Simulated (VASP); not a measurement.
Wanted: the native input for a VASP 6.6.1 run.

- Task: single point
- Functional: LDA
- Potentials or basis: VASP PAW LDA potentials, release 64 (Pt)
- Cutoff: 520 eV
- k mesh: 21 × 21 × 10
- Occupations: gaussian, width 0.15 eV
- Spin: collinear spin, ferromagnetic start
- Starting moments: [0.45, 0.45] μB
- Fixed moment: 0.9 μB
- Dipole correction: no
- Further INCAR settings: ALGO = Normal; EDIFF = 1e-06; NBANDS = 21

The structure of Pt lies in POSCAR:

```
Pt
1.0
    2.6244633715      0.0000000000      0.0000000000
   -1.3122316858      2.2728519510      0.0000000000
    0.0000000000      0.0000000000      4.5317559673
Pt
2
Direct
    0.6666666667      0.3333333333      0.7500000000
    0.3333333333      0.6666666667      0.2500000000
```

One way to write it, as run:

INCAR

```
SYSTEM = Pt
PREC = Accurate
ENCUT = 520
EDIFF = 1E-6
ISMEAR = 0
SIGMA = 0.15
LREAL = .FALSE.
LASPH = .TRUE.
NELM = 150
ALGO = Normal
ISIF = 2
LWAVE = .FALSE.
LCHARG = .TRUE.
ISPIN = 2
MAGMOM = 0.45 0.45
LORBIT = 11
NUPDOWN = 0.9
LMAXMIX = 4
GGA = CA
LELF = .TRUE.
LVHAR = .TRUE.
NBANDS = 21
```

KPOINTS

```
regular mesh
0
G
  21 21 10
  0 0 0
```

Potentials or basis: VASP PAW LDA potentials, release 64 (Pt).

The run is started by

```bash
$ cat potpaw_LDA.64/Pt/POTCAR > POTCAR
$ mpirun -np 1 vasp_std > vasp.out
```

Results of the run:

```
Pressure                                              : 39.4 GPa
Net moment                                            : 0.90 μB per cell
Site moments                                          : Pt +0.44 μB
Valence electrons inside the program's atomic spheres : Pt 9.65
```

Caveat: the total moment is fixed, so each spin has its own Fermi level.

Run time: 2.9 min on 1 thread of Intel(R) Xeon(R) Platinum 8259CL CPU @ 2.50GHz (Skylake/Cascade Lake) (shared host), peak memory 0.31 GiB.
